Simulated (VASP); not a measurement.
# Li in VASP: a series of runs

Li is run at these levels: PBE; tasks: single point, relaxation of cell and atoms.

All numbers are computed with VASP 6.6.1; they aren't measurements. Logs are shortened: lines on timing, memory, paths and dates and some standing lists are left out, and cuts for length are marked.

**1. The cell of the first run**

It takes space group Im-3m (No. 229, cubic). Conventional cell: a = 3.432 Å, b = 3.432 Å, c = 3.432 Å, α = 90.00°, β = 90.00°, γ = 90.00°. Li (site symmetry m-3m) has 14 Li at 2.97 to 3.43 Å within 3.9 Å.

**2. Single point, PBE**

INCAR reads:

```
ALGO = Normal ; EDIFF = 1E-7
ENCUT = 520 ; GGA = PE
ISIF = 2 ; ISMEAR = 0
LASPH = True ; LCHARG = False
LREAL = False ; LWAVE = False
NBANDS = 8 ; NELM = 80
PREC = Accurate ; SIGMA = 0.1
```

KPOINTS reads:

```
k-points
0
Gamma
  16 16 16
```

POSCAR reads:

```
Li
1.0
   -1.7162237862      1.7162237862      1.7162237862
    1.7162237862     -1.7162237862      1.7162237862
    1.7162237862      1.7162237862     -1.7162237862
Li
1
Direct
    0.0000000000      0.0000000000      0.0000000000
```

Potentials or basis: VASP PAW PBE potentials, release 64 (Li_sv).

Run with:

```console
cat potpaw_PBE.64/Li_sv/POTCAR > POTCAR
mpirun -np 1 vasp_std > vasp.out
```

OUTCAR:

```text
EDIFF = 1E-7
   ENCUT = 520
   GGA = PE
   ISIF = 2
   ISMEAR = 0
   LASPH = True
   LREAL = False
   NELM = 80
   PREC = Accurate

 ion  position               nearest neighbor table
   1  0.000  0.000  0.000-

  LATTYP: Found a body centered cubic cell.
 ALAT       =     3.4324475724

  Lattice vectors:

 A1 = (  -1.7162237862,   1.7162237862,   1.7162237862)
 A2 = (   1.7162237862,  -1.7162237862,   1.7162237862)
 A3 = (   1.7162237862,   1.7162237862,  -1.7162237862)

Analysis of symmetry for initial positions (statically):
=====================================================================
 Subroutine PRICEL returns:
 Original cell was already a primitive cell.

 Routine SETGRP: Setting up the symmetry group for a
 body centered cubic supercell.

 Subroutine GETGRP returns: Found 48 space group operations
 (whereof 48 operations were pure point group operations)
 out of a pool of 48 trial point group operations.

The static configuration has the point symmetry O_h .

Analysis of symmetry for dynamics (positions and initial velocities):
=====================================================================
 Subroutine PRICEL returns:
 Original cell was already a primitive cell.

 Routine SETGRP: Setting up the symmetry group for a
 body centered cubic supercell.

 Subroutine GETGRP returns: Found 48 space group operations
 (whereof 48 operations were pure point group operations)
 out of a pool of 48 trial point group operations.

The dynamic configuration has the point symmetry O_h .

 Subroutine INISYM returns: Found 48 space group operations
 (whereof 48 operations are pure point group operations),
 and found     1 'primitive' translations

----------------------------------------------------------------------------------------

                                     Primitive cell

  volume of cell :      20.2200

  direct lattice vectors                    reciprocal lattice vectors
    -1.716223786  1.716223786  1.716223786     0.000000000  0.291337298  0.291337298
     1.716223786 -1.716223786  1.716223786     0.291337298  0.000000000  0.291337298
     1.716223786  1.716223786 -1.716223786     0.291337298  0.291337298  0.000000000

  length of vectors
     2.972586795  2.972586795  2.972586795     0.412013158  0.412013158  0.412013158

  position of ions in fractional coordinates (direct lattice)
     0.000000000  0.000000000  0.000000000

  ion indices of the primitive-cell ions
[... 70 lines left out ...]
   LSORBIT =      F    spin-orbit coupling
   LASPH  =      T    aspherical Exc in radial PAW
   ENCUT  =  520.0 eV  38.22 Ry    6.18 a.u.   5.53  5.53  5.53*2*pi/ulx,y,z
   NELM   =     80;   NELMIN=  2; NELMDL= -5     # of ELM steps
   EDIFF  = 0.1E-06   stopping-criterion for ELM
   LREAL  =      F    real-space projection
   EDIFFG = 0.1E-05   stopping-criterion for IOM
   NSW    =      0    number of steps for IOM
   IBRION =     -1    ionic relax: 0-MD 1-quasi-New 2-CG
   NFREE  =      0    steps in history (QN), initial steepest desc. (CG)
   ISIF   =      2    stress and relaxation
   ISYM   =      2    0-nonsym 1-usesym 2-fastsym
   POTIM  = 0.5000    time-step for ionic-motion
   TEBEG  =    0.0;   TEEND  =   0.0 temperature during run
   PSTRESS=    0.0 pullay stress
   NELECT =       3.0000    total number of electrons
   NUPDOWN=      -1.0000    fix difference up-down
   EMIN   =  10.00;   EMAX   =-10.00  energy-range for DOS
   EFERMI =   0.00;   METHOD = LEGACY
   ISMEAR =     0;   SIGMA  =   0.10  broadening in eV -4-tet -1-fermi 0-gaus
   EFERMI_NEDOS =   21; number of points for ismear=-14 and -15
   IALGO  =     38    algorithm
   IMIX   =      4    mixing-type and parameters
     AMIX     =   0.40;   BMIX     =  1.00
     AMIX_MAG =   1.60;   BMIX_MAG =  1.00
  volume/ion in A,a.u.               =      20.22       136.45
  Fermi-wavevector in a.u.,A,eV,Ry     =   0.866672  1.637772 10.219608  0.751120
  Thomas-Fermi vector in A             =   1.985095
   LORBIT       =      0    0 simple, 1 ext, 2 COOP (PROOUT), +10 PAW based schemes
   GGA     = PE    functional components
   LHFCALC =     F    Hartree Fock is set to
   AEXX    =    0.0000 exact exchange contribution
   IVDW    =     0    specifies the selected vdW correction
   LEPSILON=     F    determine dielectric tensor
   LRPA    =     F    only Hartree local field effects (RPA)
 non-spin polarized calculation
 Gauss-broadening in eV      SIGMA  =   0.10
  energy-cutoff  :      520.00
  volume of cell :       20.22
 maximum number of plane-waves:       560
 NGX is ok and might be reduce to    24

 number of electron       3.0000001 magnetization

 Free energy of the ion-electron system (eV)
  ---------------------------------------------------
  ext. energy  EPLUGINS =         0.00000000
  ---------------------------------------------------
  free energy    TOTEN  =        -1.90598572 eV

  energy without entropy =       -1.90310081  energy(sigma->0) =       -1.90454327

 E-fermi :   0.6249     XC(G=0):  -7.0502

 val. band max:        0.6031535852   @ k =   0.2500   0.2500   0.0000
 cond. band min:       0.6374484915   @ k =   0.3125   0.1875  -0.0000
 fundamental gap:      0.0342949063
 Fermi energy:         0.6248712774

 k-point     1 :       0.0000    0.0000    0.0000
  band No.  band energies     occupation
      1     -45.8924      2.00000
      2      -2.9315      2.00000
      3      15.2629      0.00000
      4      15.2629      0.00000
      5      15.2629      0.00000
      6      20.0393      0.00000
      7      20.0393      0.00000
      8      20.0394      0.00000
[... 243 lines left out ...]
 k-point    24 :       0.2500    0.1875    0.0000
  band No.  band energies     occupation
      1     -45.8751      2.00000
      2      -0.1972      2.00000
      3       6.6342      0.00000
      4       8.8486      0.00000
      5      11.8250      0.00000
      6      17.6954      0.00000
      7      18.5143      0.00000
      8      21.9782      0.00000

 [... further k-points ...]
[... 5 lines left out ...]
  --------------------------------------------------------------------------------------
  -------------------------------------------------------------------------------------
  Total       -0.0052547     -0.0052547     -0.0052547     -0.0000000     -0.0000000     -0.0000000
  in kB       -0.4163713     -0.4163713     -0.4163713     -0.0000000     -0.0000000     -0.0000000
  external PRESSURE =      -0.4163713 kB  Pullay stress =       0.0000000 kB

 VOLUME and BASIS-vectors are now :
 -----------------------------------------------------------------------------
  energy-cutoff  :      520.00
  volume of cell :       20.22
      direct lattice vectors                 reciprocal lattice vectors
    -1.716223786  1.716223786  1.716223786     0.000000000  0.291337298  0.291337298
     1.716223786 -1.716223786  1.716223786     0.291337298  0.000000000  0.291337298
     1.716223786  1.716223786 -1.716223786     0.291337298  0.291337298  0.000000000

 POSITION                                       TOTAL-FORCE (eV/Angst)
 -----------------------------------------------------------------------------------
      0.00000      0.00000      0.00000        -0.000000      0.000000     -0.000000
 -----------------------------------------------------------------------------------
    total drift:                                0.000000      0.000000     -0.000000

  FREE ENERGIE OF THE ION-ELECTRON SYSTEM (eV)
  ---------------------------------------------------
  free  energy   TOTEN  =        -1.9059857242 eV

  energy  without entropy=       -1.9031008101  energy(sigma->0) =       -1.90454327
```

OSZICAR:

```text
N       E                     dE             d eps       ncg     rms          rms(c)
DAV:   1    -0.363054455340E-01   -0.36305E-01   -0.71885E+02  2336   0.258E+02
DAV:   2    -0.188835665290E+01   -0.18521E+01   -0.18003E+01  3376   0.354E+01
DAV:   3    -0.190732521492E+01   -0.18969E-01   -0.18458E-01  2680   0.304E+00
DAV:   4    -0.190756764472E+01   -0.24243E-03   -0.24243E-03  3376   0.279E-01
DAV:   5    -0.190756862525E+01   -0.98053E-06   -0.98053E-06  2840   0.137E-02    0.209E-01
DAV:   6    -0.190648323363E+01    0.10854E-02   -0.29976E-04  3624   0.648E-02    0.119E-01
DAV:   7    -0.190599117228E+01    0.49206E-03   -0.71013E-04  3528   0.103E-01    0.282E-02
DAV:   8    -0.190598943989E+01    0.17324E-05   -0.66275E-06  2584   0.189E-02    0.115E-03
DAV:   9    -0.190598679652E+01    0.26434E-05   -0.35582E-07  3448   0.532E-03    0.358E-04
DAV:  10    -0.190598573113E+01    0.10654E-05   -0.20824E-08  1728   0.102E-03    0.188E-04
DAV:  11    -0.190598572422E+01    0.69061E-08   -0.31218E-09  1328   0.482E-04
   1 F= -.19059857E+01 E0= -.19045433E+01  d E =-.288491E-02
```

stdout:

```text
POSCAR found type information on POSCAR Li
 POSCAR found :  1 types and       1 ions
 scaLAPACK will be used
 LDA part: xc-table for (Slater+PW92), standard interpolation
 POSCAR, INCAR and KPOINTS ok, starting setup
 FFT: planning ... GRIDC
 FFT: planning ... GRID_SOFT
 FFT: planning ... GRID
 WAVECAR not read
 entering main loop
```

Run time: 7 s. Hardware: 1 thread of Intel Xeon 6975P-C (Granite Rapids), shared host; peak memory 0.13 GiB.

What came out:

| Property | Result |
| --- | --- |
| Free energy | -1.9060 eV |

Caveat: the cutoff is under 1.25 times the usual one of these potentials, so pressure, stress and relaxed cells hold a basis-set (Pulay) error.

**3. Single point, PBE**

This run uses another cell than the first one: it holds 2 atoms, not 1.

INCAR reads:

```
PREC = Accurate
ENCUT = 520
EDIFF = 1E-6
ISMEAR = 0
SIGMA = 0.1
LREAL = F
LASPH = T
NELM = 80
ALGO = Fast
ISIF = 2
LWAVE = F
LCHARG = T
GGA = PE
LELF = T
LVHAR = T
NBANDS = 10
```

KPOINTS reads:

```
regular mesh
0
Gamma
  16 16 16
```

POSCAR reads:

```
Li
1.0
    3.4324475723      0.0000000000      0.0000000000
    0.0000000000      3.4324475723      0.0000000000
    0.0000000000      0.0000000000      3.4324475723
Li
2
Direct
    0.0000000000      0.0000000000      0.0000000000
    0.5000000000      0.5000000000      0.5000000000
```

Potentials or basis: VASP PAW PBE potentials, release 64 (Li_sv).

Run with:

```console
cat potpaw_PBE.64/Li_sv/POTCAR > POTCAR
mpirun -np 1 vasp_std > vasp.out
```

It took 30 s on 1 thread of Intel Xeon 6975P-C (Granite Rapids), shared host; peak memory 0.17 GiB.

Results (log left out):

```
Free energy            : -3.8124 eV
Band gap on the k mesh : zero (band 3 reaches 4.02 eV, above the bottom of band 4 at -0.52 eV)
```

Levels at points of the mesh, in eV from the Fermi level:
| k point | band 1 | band 2 | band 3 | band 4 | band 5 | band 6 | band 7 |
| --- | --- | --- | --- | --- | --- | --- | --- |
| (0.00, 0.00, 0.00) | -46.54 | -46.51 | -3.58 | 5.52 | 5.52 | 5.52 | 7.77 |
| (0.50, 0.00, 0.00) | -46.52 | -46.52 | -1.16 | -1.16 | 8.54 | 8.54 | 8.54 |
| (0.50, 0.50, 0.00) | -46.52 | -46.52 | 0.23 | 0.23 | 3.25 | 3.25 | 10.37 |
| (0.50, 0.50, 0.50) | -46.52 | -46.52 | 3.37 | 3.37 | 3.37 | 3.37 | 3.37 |

Caveat: the cutoff is under 1.25 times the usual one of these potentials, so pressure, stress and relaxed cells hold a basis-set (Pulay) error.

**4. Relaxation of cell and atoms, PBE**

This run uses another cell than the first one, of 21.44 Å³/atom, 1.060 times its volume.

INCAR reads:

```
ALGO = Normal ; EDIFF = 1E-7
EDIFFG = -0.005 ; ENCUT = 600
GGA = PE ; IBRION = 2
ISIF = 3 ; ISMEAR = 0
LASPH = T ; LCHARG = F
LREAL = F ; LWAVE = F
NELM = 100 ; NSW = 100
PREC = Accurate ; SIGMA = 0.1
```

KPOINTS reads:

```
k-points
0
Gamma
  16 16 16
```

POSCAR reads:

```
Li
1.0
   -1.7500000000      1.7500000000      1.7500000000
    1.7500000000     -1.7500000000      1.7500000000
    1.7500000000      1.7500000000     -1.7500000000
Li
1
Direct
    0.0000000000      0.0000000000      0.0000000000
```

Run with:

```console
cat potpaw_PBE.64/Li_sv/POTCAR > POTCAR
mpirun -np 1 vasp_std > vasp.out
```

It took 12 s on 1 thread of Intel Xeon 6975P-C (Granite Rapids), shared host; peak memory 0.13 GiB.

Results (log left out):

```yaml
Free_energy: -1.9070 eV
Relaxed_volume: 20.04 Å³/atom
Relaxed_cell: a = 2.964 Å, b = 2.964 Å, c = 2.964 Å, α = 109.47°, β = 109.47°, γ = 109.47°
Space_group_after_relaxing_to_0.05_Å: Im-3m (No. 229)
Energy_gained_by_relaxing: 3.7 meV/atom
Ionic_steps: 4
Pressure_after_relaxing: 0.0 GPa
```

Step by step:
| step | energy change (eV) | largest force (eV/Å) | pressure (GPa) | volume (Å³) |
| --- | --- | --- | --- | --- |
| 1 | 0.0000 | 0.0000 | -0.81 | 21.44 |
| 2 | -0.0015 | 0.0000 | -0.64 | 21.10 |
| 3 | -0.0037 | 0.0000 | -0.05 | 20.12 |
| 4 | -0.0037 | 0.0000 | 0.00 | 20.04 |

Final structure:
```cif
data_structure
_symmetry_space_group_name_H-M 'P 1'
_symmetry_Int_Tables_number 1
_cell_length_a 2.9636
_cell_length_b 2.9636
_cell_length_c 2.9636
_cell_angle_alpha 109.471
_cell_angle_beta 109.471
_cell_angle_gamma 109.471
_cell_volume 20.04
loop_
_atom_site_label
_atom_site_type_symbol
_atom_site_fract_x
_atom_site_fract_y
_atom_site_fract_z
_atom_site_occupancy
Li1 Li 0.00000 0.00000 0.00000 1
```

Levels at points of the mesh, in eV from the Fermi level:
```tsv
k point	band 1	band 2	band 3	band 4	band 5
(0.00, 0.00, 0.00)	-46.50	-3.57	14.73	14.73	14.73
(0.50, 0.00, 0.00)	-46.48	0.25	3.30	10.45	11.94
(0.50, 0.50, 0.50)	-46.46	5.57	5.57	5.57	7.83
```

Caveat: the cutoff is under 1.25 times the usual one of these potentials, so pressure, stress and relaxed cells hold a basis-set (Pulay) error.

**5. Single point, PBE (strain along c alone, the other axes held: -3.0 %)**

INCAR reads:

```
PREC = Accurate ; ENCUT = 520
EDIFF = 1E-7 ; ISMEAR = 0
SIGMA = 0.1 ; LREAL = F
LASPH = T ; NELM = 100
ALGO = Fast ; ISIF = 2
LWAVE = F ; LCHARG = T
GGA = PE ; LELF = T
LVHAR = T ; NBANDS = 10
```

KPOINTS reads:

```
regular mesh
0
Gamma
  16 16 16
```

POSCAR reads:

```
Li
1.0
    3.4324475723      0.0000000000      0.0000000000
    0.0000000000      3.4324475723      0.0000000000
    0.0000000000      0.0000000000      3.3294741452
Li
2
Direct
    0.0000000000      0.0000000000      0.0000000000
    0.5000000000      0.5000000000      0.5000000000
```

Run with:

```console
cat potpaw_PBE.64/Li_sv/POTCAR > POTCAR
mpirun -np 1 vasp_std > vasp.out
```

Wall time 89 s (1 thread of Intel Xeon 6975P-C (Granite Rapids), shared host); peak memory 0.23 GiB.

Results (log left out):

```yaml
Free_energy: -3.8098 eV
Band_gap_on_the_k_mesh: zero (band 3 reaches 4.10 eV, above the bottom of band 4 at -0.49 eV)
```

Levels at points of the mesh, in eV from the Fermi level:
```
           k point  band 1  band 2  band 3  band 4  band 5  band 6  band 7
(0.00, 0.00, 0.00)  -46.49  -46.45   -3.62    5.40    5.40    6.09    7.69
(0.50, 0.00, 0.00)  -46.47  -46.47   -1.22   -1.22    8.44    8.44    9.10
(0.50, 0.50, 0.00)  -46.47  -46.47    0.13    0.13    3.23    3.23   10.88
(0.00, 0.00, 0.50)  -46.47  -46.47   -1.07   -1.07    8.62    8.62    8.62
(0.50, 0.00, 0.50)  -46.47  -46.47    0.27    0.27    3.42    3.42   10.45
(0.50, 0.50, 0.50)  -46.47  -46.47    3.37    3.37    3.47    3.47    3.47
```

Caveat: the cell differs from its parent crystal (strain along c alone, the other axes held: -3.0 %); the cutoff is under 1.25 times the usual one of these potentials, so pressure, stress and relaxed cells hold a basis-set (Pulay) error.

**6. Overview**

```tsv
task	cell	cutoff (eV)	gap on the mesh (eV)
single point	a = 2.973 Å, angles 109.5°, 1 atom	520	none
single point	a = 3.432 Å, 2 atoms	520	none
relaxation of cell and atoms	relaxed from a = 3.031 Å, angles 109.5°, 1 atom	600	none
single point	a = 3.432, b = 3.432, c = 3.329 Å, 2 atoms	520	none
```

Alike in all rows: level PBE; potentials or basis VASP PAW PBE potentials, release 64 (Li_sv); no spin polarisation; k mesh 16 × 16 × 16; smearing gaussian 0.1 eV.

Caveats: the cutoff is under 1.25 times the usual one of these potentials, so pressure, stress and relaxed cells hold a basis-set (Pulay) error.

Total energies depend on the potentials used, so only differences within one code and one set of settings carry meaning.
